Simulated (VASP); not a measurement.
Write the native input for VASP 6.6.1 that does the following.

```yaml
Task: single point
Functional: PBE
Potentials_or_basis: VASP PAW PBE potentials, release 64 (Nd)
Cutoff: 520 eV
k_mesh: 8 × 8 × 8
Occupations: gaussian, width 0.05 eV
Spin: collinear spin, ferromagnetic start
Starting_moments: "[4.02] μB"
Dipole_correction: no
Further_INCAR_settings: ALGO = Normal; EDIFF = 1e-07; NBANDS = 17
```

The structure of Nd lies in POSCAR:

```
Nd
1.0
   -2.0476704048      2.0476704048      2.0476704048
    2.0476704048     -2.0476704048      2.0476704048
    2.0476704048      2.0476704048     -2.0476704048
Nd
1
Direct
    0.0000000000      0.0000000000      0.0000000000
```

This isn't the form of Nd at room conditions, which is double hcp.

These files were run (other wordings do the same):

INCAR

```
SYSTEM = Nd
PREC = Accurate ; ENCUT = 520
EDIFF = 1E-7 ; ISMEAR = 0
SIGMA = 0.05 ; LREAL = .FALSE.
LASPH = .TRUE. ; NELM = 150
ALGO = Normal ; ISIF = 2
LWAVE = .FALSE. ; LCHARG = .FALSE.
ISPIN = 2 ; MAGMOM = 4.02
LORBIT = 11 ; LMAXMIX = 6
GGA = PE ; NBANDS = 17
```

KPOINTS

```
regular mesh
0
G
  8 8 8
  0 0 0
```

Potentials or basis: VASP PAW PBE potentials, release 64 (Nd).

Launch:

```sh
$ cat potpaw_PBE.64/Nd/POTCAR > POTCAR
$ mpirun -np 1 vasp_std > vasp.out
```

It gave:

```yaml
Pressure: 0.2 GPa
Band_gap_on_the_k_mesh: zero (filled and empty bands overlap)
Net_moment: 3.97 μB per cell
Site_moments: Nd +3.33 μB
Valence_electrons_inside_the_program's_atomic_spheres: Nd 11.23
```

Caveat: the magnetic or orbital state may not be the lowest; spin-orbit coupling is left out, which moves the levels of the heavy elements; semilocal functionals describe open f shells poorly, which spoils levels, moments and volumes.

Wall time 94 s on 1 thread of Intel(R) Xeon(R) Platinum 8259CL CPU @ 2.50GHz (Skylake/Cascade Lake), on a shared host, peak memory 0.19 GiB.
